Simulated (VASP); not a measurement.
# Zr2O: single point with r2SCAN

The system is Zr2O.

```
Zr O
1.0
     3.33637    0.00000    0.00000
     0.00000    3.33637    0.00000
     0.00000    0.00000   10.13079
Zr O
4 2
Direct
  0.00000 0.50000 0.12543
  0.00000 0.50000 0.62543
  0.50000 0.00000 0.37457
  0.50000 0.00000 0.87457
  0.00000 0.00000 0.00000
  0.50000 0.50000 0.50000
```

```json
{
 "Program": "VASP 6.6.1",
 "Task": "single point",
 "Functional": "r2SCAN",
 "Potentials or basis": "VASP PAW PBE potentials, release 64 (Zr_sv, O)",
 "Cutoff": "520 eV",
 "k mesh": "6 × 6 × 2",
 "Occupations": "gaussian, width 0.1 eV",
 "Spin": "no spin polarisation",
 "Dipole correction": "no",
 "Further INCAR settings": "ALGO = Normal; EDIFF = 1e-07; NBANDS = 39"
}
```

The pressure is 0.2 GPa. The largest force is 0.073 eV/Å and the band gap on the k mesh is zero (bands 30 and 31 overlap by 0.36 eV).

Forces on the atoms (eV/Å):
```
Zr   0.000  0.000  0.073
Zr   0.000  0.000  0.073
Zr   0.000  0.000 -0.073
Zr   0.000  0.000 -0.073
O    0.000  0.000  0.000
O    0.000  0.000  0.000
```

Stress tensor (GPa, compression positive):
```
0.05 0.00 0.00
0.00 0.05 0.00
0.00 0.00 0.46
```

Levels at points of the mesh, in eV from the Fermi level:
```
           k point  band 28  band 29  band 30  band 31  band 32  band 33
(0.00, 0.00, 0.00)    -1.86    -0.31    -0.05     0.65     2.19     2.19
(0.50, 0.00, 0.00)    -1.08     0.14     0.14     1.49     1.49     1.92
(0.50, 0.50, 0.00)    -0.62    -0.35    -0.35    -0.22    -0.22     1.16
(0.00, 0.00, 0.50)    -1.96    -0.35    -0.35     1.45     1.45     2.24
(0.50, 0.00, 0.50)    -0.97    -0.01    -0.01     1.37     1.37     1.93
(0.50, 0.50, 0.50)    -0.48    -0.48    -0.48    -0.21    -0.21     1.14
```

Run time: 5.5 min on 1 thread of Intel(R) Xeon(R) Platinum 8488C (Sapphire Rapids), with other jobs on the host, peak memory 0.27 GiB.

Caveat: the PAW data sets were made with another functional, which shifts forces and pressure a little.
